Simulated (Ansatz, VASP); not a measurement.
# PbSe in VASP and in Ansatz

The input POSCAR:

```
PbSe
1.0
    0.0000000000      3.4232041310      3.4232041310
    3.4232041310      0.0000000000      3.4232041310
    3.4232041310      3.4232041310      0.0000000000
Pb Se
1 1
Direct
    0.0000000000      0.0000000000      0.0000000000
    0.2500000000      0.2500000000      0.2500000000
```

Contents of INCAR.step1:

```
ALGO = Normal
EDIFF = 1E-5
ENCUT = 550
GGA = PE
GGA_COMPAT = F
ISMEAR = 1
LASPH = T
LCHARG = F
LREAL = F
LWAVE = T
NBANDS = 17
NELM = 120
PREC = Accurate
SIGMA = 0.5
```

INCAR.step2

```
ALGO = Normal
EDIFF = 1E-6
ENCUT = 550
GGA_COMPAT = F
ISIF = 2
ISMEAR = 1
ISTART = 1
LASPH = T
LCHARG = F
LMIXTAU = T
LREAL = F
LWAVE = F
METAGGA = R2SCAN
NBANDS = 17
NELM = 120
PREC = Accurate
SIGMA = 0.5
```

KPOINTS

```
k-points
0
Gamma
  4 4 4
```

Input for Ansatz:

```yaml
crystal:
  lattice:
    - [0.0, 3.423204131, 3.423204131]
    - [3.423204131, 0.0, 3.423204131]
    - [3.423204131, 3.423204131, 0.0]
  atoms:
    - { symbol: Pb, position: [0.0, 0.0, 0.0] }
    - { symbol: Se, position: [0.25, 0.25, 0.25] }
kpoints:
  mp_grid: { grid: [4, 4, 4] }
hamiltonian:
  xc: r2scan
scf:
  occupations: { method: cold, width: 0.5 }
  n_extra_bands: 4
output:
  forces: true
  stress: true
  eigenvalues: true
```

Alike in both runs: task single point; functional r2SCAN; k mesh 4 × 4 × 4; no spin polarisation.

|  | VASP | Ansatz |
| --- | --- | --- |
| version | VASP 6.6.1 | Ansatz 0.2.0 |
| potentials or method | VASP PAW PBE potentials, release 64 (Pb_d, Se) | plane waves |
| plane-wave cutoff (eV) | 550 | 500 |
| occupations | methfessel-paxton of order 1, width 0.5 eV | cold, width 0.5 eV |
| valence electrons in the cell | 20 | 30 |

|  | VASP | Ansatz | Ansatz less VASP |
| --- | --- | --- | --- |
| pressure (GPa) | -0.1 | -0.3 | -0.22 |

VASP's potentials were made for PBE, not for r2SCAN. VASP's potentials hold 20 valence electrons a cell and Ansatz's 30, so a difference there can come from the potentials and not from the codes. Ansatz's warnings: smearing energy in gap.

Neither program's run includes spin-orbit coupling.
